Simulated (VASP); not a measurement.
# CdS (Hawleyite) (F-43m) in VASP: a series of runs

CdS (Hawleyite) is run at these levels: r2SCAN, LDA, PBEsol, PBE; tasks: relaxation of the atoms, single point.

Everything below comes from runs of VASP 6.6.1. Logs are shortened: lines on timing, memory, paths and dates and some standing lists are left out, and cuts for length are marked.

## 1. The cell of the first run

Symmetry: F-43m, No. 216, cubic system. Conventional cell: a = 5.880 Å, b = 5.880 Å, c = 5.880 Å, α = 90.00°, β = 90.00°, γ = 90.00°. Within 3.4 Å of Cd (site symmetry -43m) lie 4 S at 2.55 Å. S (site symmetry -43m) has 4 Cd at 2.55 Å within 3.4 Å.

## 2. Relaxation of the atoms, r2SCAN

The input, POSCAR:

```
CdS
1.0
    0.0000000000      2.9399046300      2.9399046300
    2.9399046300      0.0000000000      2.9399046300
    2.9399046300      2.9399046300      0.0000000000
Cd S
1 1
Direct
    0.0000000000      0.0000000000      0.0000000000
    0.2500000000      0.2500000000      0.2500000000
```

The input, INCAR.step1:

```
SYSTEM = CdS
  PREC = Accurate
  ENCUT = 520
  ISMEAR = -1
  SIGMA = 0.02
  LREAL = .FALSE.
  LASPH = .TRUE.
  NELM = 100
  GGA = PE
  ALGO = Normal
  EDIFF = 1E-4
  LWAVE = .TRUE.
  LCHARG = .FALSE.
```

The input, INCAR.step2:

```
SYSTEM = CdS
  PREC = Accurate
  ENCUT = 520
  EDIFF = 1E-6
  ISMEAR = -1
  SIGMA = 0.02
  LREAL = .FALSE.
  LASPH = .TRUE.
  NELM = 100
  ALGO = Normal
  ISIF = 2
  LWAVE = .FALSE.
  LCHARG = .FALSE.
  METAGGA = R2SCAN
  LMIXTAU = .TRUE.
  IBRION = 2
  NSW = 50
  EDIFFG = -0.01
  ISTART = 1
```

The input, KPOINTS:

```
Automatic mesh
0
G
  8 8 8
  0 0 0
```

Potentials or basis: VASP PAW PBE potentials, release 64 (Cd, S).

Started as:

```bash
$ cat potpaw_PBE.64/Cd/POTCAR potpaw_PBE.64/S/POTCAR > POTCAR
$ cp INCAR.step1 INCAR
$ mpirun -np 1 vasp_std > vasp.out
$ cp INCAR.step2 INCAR
$ mpirun -np 1 vasp_std > vasp.out
```

OUTCAR:

```text
SYSTEM = CdS
   PREC = Accurate
   ENCUT = 520
   EDIFF = 1E-6
   ISMEAR = -1
   LREAL = .FALSE.
   LASPH = .TRUE.
   NELM = 100
   ISIF = 2
   METAGGA = R2SCAN
   IBRION = 2
   NSW = 50
   EDIFFG = -0.01
   ISTART = 1

 ion  position               nearest neighbor table
   1  0.000  0.000  0.000-   2 2.55   2 2.55   2 2.55   2 2.55
   2  0.250  0.250  0.250-   1 2.55   1 2.55   1 2.55   1 2.55

  LATTYP: Found a face centered cubic cell.
 ALAT       =     5.8798092600

  Lattice vectors:

 A1 = (   0.0000000000,   2.9399046300,   2.9399046300)
 A2 = (   2.9399046300,   0.0000000000,   2.9399046300)
 A3 = (   2.9399046300,   2.9399046300,   0.0000000000)

Analysis of symmetry for initial positions (statically):
=====================================================================
 Subroutine PRICEL returns:
 Original cell was already a primitive cell.

 Routine SETGRP: Setting up the symmetry group for a
 face centered cubic supercell.

 Subroutine GETGRP returns: Found 24 space group operations
 (whereof 24 operations were pure point group operations)
 out of a pool of 48 trial point group operations.

The static configuration has the point symmetry T_d .

Analysis of symmetry for dynamics (positions and initial velocities):
=====================================================================
 Subroutine PRICEL returns:
 Original cell was already a primitive cell.

 Routine SETGRP: Setting up the symmetry group for a
 face centered cubic supercell.

 Subroutine GETGRP returns: Found 24 space group operations
 (whereof 24 operations were pure point group operations)
 out of a pool of 48 trial point group operations.

The dynamic configuration has the point symmetry T_d .

 Subroutine INISYM returns: Found 24 space group operations
 (whereof 24 operations are pure point group operations),
 and found     1 'primitive' translations

----------------------------------------------------------------------------------------

                                     Primitive cell

  volume of cell :      50.8194

  direct lattice vectors                    reciprocal lattice vectors
     0.000000000  2.939904630  2.939904630    -0.170073544  0.170073544  0.170073544
     2.939904630  0.000000000  2.939904630     0.170073544 -0.170073544  0.170073544
     2.939904630  2.939904630  0.000000000     0.170073544  0.170073544 -0.170073544

  length of vectors
     4.157653000  4.157653000  4.157653000     0.294576020  0.294576020  0.294576020

  position of ions in fractional coordinates (direct lattice)
     0.000000000  0.000000000  0.000000000
     0.250000000  0.250000000  0.250000000

  ion indices of the primitive-cell ions
   primitive index   ion index
                 1           1
                 2           2

----------------------------------------------------------------------------------------

 KPOINTS: Automatic mesh

Automatic generation of k-mesh.
 Grid dimensions read from file:
 generate k-points for:    8    8    8

 Generating k-lattice:

  Cartesian coordinates                     Fractional coordinates (reciprocal lattice)
    -0.021259193  0.021259193  0.021259193     0.125000000  0.000000000  0.000000000
     0.021259193 -0.021259193  0.021259193     0.000000000  0.125000000  0.000000000
     0.021259193  0.021259193 -0.021259193     0.000000000  0.000000000  0.125000000

  Length of vectors
     0.036822002  0.036822002  0.036822002

  Shift w.r.t. Gamma in fractional coordinates (k-lattice)
     0.000000000  0.000000000  0.000000000

 Subroutine IBZKPT returns following result:
 ===========================================

 Found     29 irreducible k-points:

 Following reciprocal coordinates:
            Coordinates               Weight
  0.000000  0.000000  0.000000      1.000000
  0.125000  0.000000  0.000000      8.000000
  0.250000  0.000000  0.000000      8.000000
  0.375000  0.000000  0.000000      8.000000
  0.500000  0.000000  0.000000      4.000000
  0.125000  0.125000  0.000000      6.000000
[... 16 lines left out ...]
  0.500000  0.250000  0.125000     48.000000
 -0.375000  0.250000  0.125000     24.000000
 [... further k-points ...]
   k-points           NKPTS =     29   k-points in BZ     NKDIM =     29   number of bands    NBANDS=     13
   number of dos      NEDOS =    301   number of ions     NIONS =      2
   total plane-waves  NPLWV =  32768
   dimension x,y,z NGX =    32 NGY =   32 NGZ =   32
   dimension x,y,z NGXF=    64 NGYF=   64 NGZF=   64
   ions per type =               1   1
   NGX,Y,Z   is equivalent  to a cutoff of  12.80, 12.80, 12.80 a.u.
   NGXF,Y,Z  is equivalent  to a cutoff of  25.59, 25.59, 25.59 a.u.
 SYSTEM =  CdS
   PREC   = accura    normal or accurate (medium, high low for compatibility)
   ISTART =      1    job   : 0-new  1-cont  2-samecut
   ICHARG =      0    charge: 1-file 2-atom 10-const
   ISPIN  =      1    spin polarized calculation?
   LNONCOLLINEAR =      F non collinear calculations
   LSORBIT =      F    spin-orbit coupling
   LASPH  =      T    aspherical Exc in radial PAW
   ENCUT  =  520.0 eV  38.22 Ry    6.18 a.u.   7.73  7.73  7.73*2*pi/ulx,y,z
   NELM   =    100;   NELMIN=  2; NELMDL=  0     # of ELM steps
   EDIFF  = 0.1E-05   stopping-criterion for ELM
   LREAL  =      F    real-space projection
   EDIFFG = -.1E-01   stopping-criterion for IOM
   NSW    =     50    number of steps for IOM
   IBRION =      2    ionic relax: 0-MD 1-quasi-New 2-CG
   NFREE  =      1    steps in history (QN), initial steepest desc. (CG)
   ISIF   =      2    stress and relaxation
   ISYM   =      2    0-nonsym 1-usesym 2-fastsym
   POTIM  = 0.5000    time-step for ionic-motion
   TEBEG  =    0.0;   TEEND  =   0.0 temperature during run
   PSTRESS=    0.0 pullay stress
   NELECT =      18.0000    total number of electrons
   NUPDOWN=      -1.0000    fix difference up-down
   EMIN   =  10.00;   EMAX   =-10.00  energy-range for DOS
   EFERMI =   0.00;   METHOD = LEGACY
   ISMEAR =    -1;   SIGMA  =   0.02  broadening in eV -4-tet -1-fermi 0-gaus
   EFERMI_NEDOS =   21; number of points for ismear=-14 and -15
   IALGO  =     38    algorithm
   IMIX   =      4    mixing-type and parameters
     AMIX     =   0.40;   BMIX     =  1.00
     AMIX_MAG =   1.60;   BMIX_MAG =  1.00
  volume/ion in A,a.u.               =      25.41       171.47
  Fermi-wavevector in a.u.,A,eV,Ry     =   1.158304  2.188877 18.254492  1.341667
  Thomas-Fermi vector in A             =   2.294907
   LORBIT       =      0    0 simple, 1 ext, 2 COOP (PROOUT), +10 PAW based schemes
   METAGGA = R2SCAN    functional components
   LHFCALC =     F    Hartree Fock is set to
   AEXX    =    0.0000 exact exchange contribution
   IVDW    =     0    specifies the selected vdW correction
   LEPSILON=     F    determine dielectric tensor
   LRPA    =     F    only Hartree local field effects (RPA)
 conjugate gradient relaxation of ions
 non-spin polarized calculation
  energy-cutoff  :      520.00
  volume of cell :       50.82
 maximum number of plane-waves:      1384
   NGX = 15   NGY = 15   NGZ = 15

 number of electron      18.0000005 magnetization

 Free energy of the ion-electron system (eV)
  ---------------------------------------------------
  ext. energy  EPLUGINS =         0.00000000
  ---------------------------------------------------
  free energy    TOTEN  =       -29.68601772 eV

  energy without entropy =      -29.68601772  energy(sigma->0) =      -29.68601772

 E-fermi :   1.2456     XC(G=0):  -9.6156

 val. band max:        0.8466155203   @ k =   0.0000   0.0000   0.0000
 cond. band min:       2.3832513838   @ k =   0.0000   0.0000   0.0000
 fundamental gap:      1.5366358635
 Fermi energy:         1.2455942653

 k-point     1 :       0.0000    0.0000    0.0000
  band No.  band energies     occupation
      1     -11.8803      2.00000
      2      -7.0369      2.00000
      3      -7.0369      2.00000
      4      -7.0369      2.00000
      5      -6.5574      2.00000
      6      -6.5574      2.00000
      7       0.8466      2.00000
      8       0.8466      2.00000
      9       0.8466      2.00000
     10       2.3833      0.00000
     11       7.9259      0.00000
     12       7.9259      0.00000
     13       7.9259      0.00000

 k-point     2 :       0.1250    0.0000    0.0000
  band No.  band energies     occupation
      1     -11.8210      2.00000
      2      -7.0148      2.00000
      3      -7.0148      2.00000
      4      -6.9799      2.00000
      5      -6.5582      2.00000
      6      -6.5582      2.00000
      7      -0.1182      2.00000
      8       0.7284      2.00000
      9       0.7284      2.00000
     10       3.1794      0.00000
     11       7.6247      0.00000
     12       8.1253      0.00000
     13       8.1253      0.00000

 k-point     3 :       0.2500    0.0000    0.0000
  band No.  band energies     occupation
      1     -11.6769      2.00000
      2      -6.9664      2.00000
      3      -6.9664      2.00000
      4      -6.7819      2.00000
      5      -6.5529      2.00000
      6      -6.5529      2.00000
      7      -1.5882      2.00000
      8       0.4609      2.00000
      9       0.4609      2.00000
     10       4.0214      0.00000
     11       7.5663      0.00000
     12       8.4150      0.00000
     13       8.4150      0.00000
[... 305 lines left out ...]
 k-point    23 :       0.5000    0.2500    0.1250
  band No.  band energies     occupation
      1     -11.4579      2.00000
      2      -6.8762      2.00000
      3      -6.8527      2.00000
      4      -6.6183      2.00000
      5      -6.5249      2.00000
      6      -6.2730      2.00000
      7      -2.7428      2.00000
      8      -0.9354      2.00000
      9      -0.1863      2.00000
     10       5.5663      0.00000
     11       6.9874      0.00000
     12       8.0779      0.00000
     13       9.6128      0.00000

 k-point    24 :      -0.3750    0.2500    0.1250
  band No.  band energies     occupation
      1     -11.4116      2.00000
      2      -6.8698      2.00000
      3      -6.8364      2.00000
      4      -6.5809      2.00000
      5      -6.5316      2.00000
      6      -6.0839      2.00000
      7      -3.1776      2.00000
      8      -1.0415      2.00000
      9      -0.3448      2.00000
     10       5.6456      0.00000
     11       7.0078      0.00000
     12       8.5371      0.00000
     13       9.6771      0.00000

 [... further k-points ...]
[... 5 lines left out ...]
  --------------------------------------------------------------------------------------
  -------------------------------------------------------------------------------------
  Total        0.0764785      0.0764785      0.0764785     -0.0000000      0.0000000     -0.0000000
  in kB        2.4111268      2.4111268      2.4111268     -0.0000000      0.0000000     -0.0000000
  external PRESSURE =       2.4111268 kB  Pullay stress =       0.0000000 kB

 VOLUME and BASIS-vectors are now :
 -----------------------------------------------------------------------------
  energy-cutoff  :      520.00
  volume of cell :       50.82
      direct lattice vectors                 reciprocal lattice vectors
     0.000000000  2.939904630  2.939904630    -0.170073544  0.170073544  0.170073544
     2.939904630  0.000000000  2.939904630     0.170073544 -0.170073544  0.170073544
     2.939904630  2.939904630  0.000000000     0.170073544  0.170073544 -0.170073544

 POSITION                                       TOTAL-FORCE (eV/Angst)
 -----------------------------------------------------------------------------------
      0.00000      0.00000      0.00000        -0.000000      0.000000     -0.000000
      1.46995      1.46995      1.46995         0.000000     -0.000000      0.000000
 -----------------------------------------------------------------------------------
    total drift:                               -0.000004     -0.000004     -0.000004

  FREE ENERGIE OF THE ION-ELECTRON SYSTEM (eV)
  ---------------------------------------------------
  free  energy   TOTEN  =       -29.6860177243 eV

  energy  without entropy=      -29.6860177243  energy(sigma->0) =      -29.68601772

 reached required accuracy - stopping structural energy minimisation
```

It took 32 s on 1 thread of Intel Xeon 6975P-C (Granite Rapids), shared host; peak memory 0.18 GiB.

Results:

```
Free energy             : -29.6860 eV
Pressure after relaxing : 0.2 GPa
Band gap on the k mesh  : 1.54 eV, direct
```

Final structure:
```
Cd S
1.0
     0.00000    2.93990    2.93990
     2.93990    0.00000    2.93990
     2.93990    2.93990    0.00000
Cd S
1 1
Direct
  0.00000 0.00000 0.00000
  0.25000 0.25000 0.25000
```

Levels at points of the mesh, in eV from the valence-band top:
```csv
k point,band 6,band 7,band 8,band 9,band 10,band 11,band 12,band 13
"(0.00, 0.00, 0.00)",-7.40,0.00,0.00,0.00,1.54,7.08,7.08,7.08
"(0.50, 0.00, 0.00)",-7.04,-4.32,-0.73,-0.73,3.44,7.48,7.48,7.82
"(0.50, 0.50, 0.00)",-6.97,-3.87,-1.84,-1.84,3.88,4.73,9.68,11.40
```

Caveat: the relaxation stopped at its first step, so nothing moved; the PAW data sets were made with another functional, which shifts forces and pressure a little. r2SCAN opens gaps a little over a GGA but as a rule still falls short of measured ones.

## 3. Relaxation of the atoms, r2SCAN

This run uses another cell than the first one, of 25.92 Å³/atom, 1.020 times its volume.

The input, POSCAR:

```
CdS
1.0
    0.0000000000      2.9593747700      2.9593747700
    2.9593747700      0.0000000000      2.9593747700
    2.9593747700      2.9593747700      0.0000000000
Cd S
1 1
Direct
    0.0000000000      0.0000000000      0.0000000000
    0.2500000000      0.2500000000      0.2500000000
```

The input, INCAR.step1:

```
PREC     = Accurate       # precision mode
ENCUT    = 520            # plane-wave cutoff, eV
ISMEAR   = -1             # smearing method
SIGMA    = 0.02           # smearing width, eV
LREAL    = F              # projectors in reciprocal space
LASPH    = T              # aspherical terms in the spheres
NELM     = 60             # most SCF steps
GGA      = PE             # functional
ALGO     = Normal         # electronic algorithm
EDIFF    = 1E-4           # SCF threshold, eV
LWAVE    = T              # write WAVECAR
LCHARG   = F              # write CHGCAR
```

The input, INCAR.step2:

```
PREC     = Accurate       # precision mode
ENCUT    = 520            # plane-wave cutoff, eV
EDIFF    = 1E-7           # SCF threshold, eV
ISMEAR   = -1             # smearing method
SIGMA    = 0.02           # smearing width, eV
LREAL    = F              # projectors in reciprocal space
LASPH    = T              # aspherical terms in the spheres
NELM     = 60             # most SCF steps
ALGO     = Normal         # electronic algorithm
ISIF     = 2              # what is computed and relaxed
LWAVE    = F              # write WAVECAR
LCHARG   = F              # write CHGCAR
METAGGA  = R2SCAN         # meta-GGA
LMIXTAU  = T            
IBRION   = 2              # ionic algorithm
NSW      = 50             # ionic steps
EDIFFG   = -0.01          # ionic threshold
ISTART   = 1
```

The input, KPOINTS:

```
regular mesh
0
Gamma
  8 8 8
```

Potentials or basis: VASP PAW PBE potentials, release 64 (Cd, S).

Started as:

```bash
$ cat potpaw_PBE.64/Cd/POTCAR potpaw_PBE.64/S/POTCAR > POTCAR
$ cp INCAR.step1 INCAR
$ mpirun -np 1 vasp_std > vasp.out
$ cp INCAR.step2 INCAR
$ mpirun -np 1 vasp_std > vasp.out
```

It took 33 s on 1 thread of Intel Xeon 6975P-C (Granite Rapids), shared host; peak memory 0.18 GiB.

It converged, with:

```yaml
Free_energy: -29.6839 eV
Pressure_after_relaxing: -0.9 GPa
Band_gap_on_the_k_mesh: 1.49 eV, direct
```

Final structure:
```
CELL_PARAMETERS angstrom
0.00000 2.95937 2.95937
2.95937 0.00000 2.95937
2.95937 2.95937 0.00000
ATOMIC_POSITIONS crystal
Cd 0.00000 0.00000 0.00000
S 0.25000 0.25000 0.25000
```

Levels at points of the mesh, in eV from the valence-band top:
```tsv
k point	band 7	band 8	band 9	band 10	band 11	band 12
(0.00, 0.00, 0.00)	0.00	0.00	0.00	1.49	7.08	7.08
(0.50, 0.00, 0.00)	-4.20	-0.70	-0.70	3.40	7.48	7.48
(0.50, 0.50, 0.00)	-3.78	-1.77	-1.77	3.91	4.70	9.59
```

Caveat: the relaxation stopped at its first step, so nothing moved; the PAW data sets were made with another functional, which shifts forces and pressure a little. r2SCAN opens gaps a little over a GGA but as a rule still falls short of measured ones.

[end of part 1 of 2]
